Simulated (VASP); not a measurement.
Here is a VASP 6.6.1 calculation.

File INCAR:

```
SYSTEM = Pb2O
PREC     = Accurate       ! precision mode
ENCUT    = 520            ! plane-wave cutoff, eV
EDIFF    = 1E-6           ! SCF threshold, eV
ISMEAR   = 0              ! smearing method
SIGMA    = 0.1            ! smearing width, eV
LREAL    = .FALSE.        ! projectors in reciprocal space
LASPH    = .TRUE.         ! aspherical terms in the spheres
NELM     = 100            ! most SCF steps
ALGO     = Normal         ! electronic algorithm
ISIF     = 2              ! what is computed and relaxed
LWAVE    = .FALSE.        ! write WAVECAR
LCHARG   = .TRUE.         ! write CHGCAR
GGA      = PE             ! functional
LELF     = .TRUE.         ! ELF
LVHAR    = .TRUE.       
NBANDS   = 43             ! bands
```

File KPOINTS:

```
regular mesh
0
G
  8 8 8
  0 0 0
```

Contents of POSCAR:

```
Pb2O
1.0
    5.7217658123      0.0000000000      0.0000000000
    0.0000000000      5.7217658123      0.0000000000
    0.0000000000      0.0000000000      5.3275388855
Pb O
4 2
Direct
    0.2500000000      0.2500000000      0.2500000000
    0.7500000000      0.7500000000      0.2500000000
    0.2500000000      0.7500000000      0.7500000000
    0.7500000000      0.2500000000      0.7500000000
    0.0000000000      0.0000000000      0.0000000000
    0.5000000000      0.5000000000      0.5000000000
```

Potentials or basis: VASP PAW PBE potentials, release 64 (Pb_d, O).

Command:

```sh
$ cat potpaw_PBE.64/Pb_d/POTCAR potpaw_PBE.64/O/POTCAR > POTCAR
$ mpirun -np 1 vasp_std > vasp.out
```

Question: Estimate the pressure.

Answer: -2.6 GPa.

Question: Estimate the band gap on the k mesh.

Answer: Zero (bands 34 and 35 overlap by 0.64 eV).

Stress tensor (GPa, compression positive):
```
-2.95  0.00  0.00
 0.00 -2.95  0.00
 0.00  0.00 -2.05
```

Caveat: the cell differs from its parent crystal (biaxial strain in the a-b plane: +4.5 %); semilocal functionals underestimate gaps, and a narrow one can read as zero; spin-orbit coupling is left out, which moves the levels of the heavy elements.
